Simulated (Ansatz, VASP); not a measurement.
## One calculation of Pb, two programs

The input INCAR:

```
SYSTEM = Pb
PREC = Accurate ; ENCUT = 520
EDIFF = 1E-8 ; ISMEAR = -1
SIGMA = 0.08 ; LREAL = .FALSE.
LASPH = .TRUE. ; NELM = 60
ALGO = Normal ; ISIF = 2
LWAVE = .FALSE. ; LCHARG = .FALSE.
GGA = PS ; LEFG = .TRUE.
NBANDS = 21
```

KPOINTS

```
Automatic mesh
0
G
  14 14 8
  0 0 0
```

POSCAR

```
Pb
1.0
    3.4089603348      0.0000000000      0.0000000000
   -1.7044801674      2.9522462504      0.0000000000
    0.0000000000      0.0000000000      5.4758863477
Pb
2
Direct
    0.3333333333      0.6666666667      0.2500000000
    0.6666666667      0.3333333333      0.7500000000
```

Input for Ansatz:

```yaml
crystal:
  lattice:
    - [3.4089603348, 0.0, 0.0]
    - [-1.7044801674, 2.9522462504, 0.0]
    - [0.0, 0.0, 5.4758863477]
  atoms:
    - { symbol: Pb, position: [0.3333333333, 0.6666666667, 0.25] }
    - { symbol: Pb, position: [0.6666666667, 0.3333333333, 0.75] }
kpoints:
  mp_grid: { grid: [14, 14, 8] }
scf:
  occupations: { method: fermi_dirac, width: 0.08 }
hamiltonian:
  xc: pbesol
  pseudopotentials: { kind: all_electron, datasets: crystal }
output:
  forces: true
  stress: true
  eigenvalues: true
  efg: { contact_densities: true }
```

Change from the starting cell: volume scaled by 0.94, crystal datasets.

Alike in both runs: task electric field gradients; functional PBEsol; k mesh 14 × 14 × 8; occupations fermi-dirac, width 0.08 eV; no spin polarisation.

|  | VASP | Ansatz |
| --- | --- | --- |
| version | VASP 6.6.1 | Ansatz 0.2.0 |
| potentials or method | VASP PAW PBE potentials, release 64 (Pb_d), cutoff 520 eV | all-electron PAW with datasets made for the crystal, scalar-relativistic |

Ansatz gave:

| Quantity | Value |
| --- | --- |
| pressure (GPa) | 4.7 |
| traceless stress, the component that is largest in VASP (GPa) | 1.66 |
| size of Vzz on the site where it differs most (V/Å²) | 62.6 |

Question: Which values does VASP return?

Answer: Pressure (GPa): 4.6; traceless stress, the component that is largest in VASP (GPa): 1.65; size of Vzz on the site where it differs most (V/Å²): 59.8.

VASP's potentials were made for PBE, not for PBEsol. Ansatz ran all-electron here, and VASP with PAW potentials.

Neither program's run includes spin-orbit coupling.
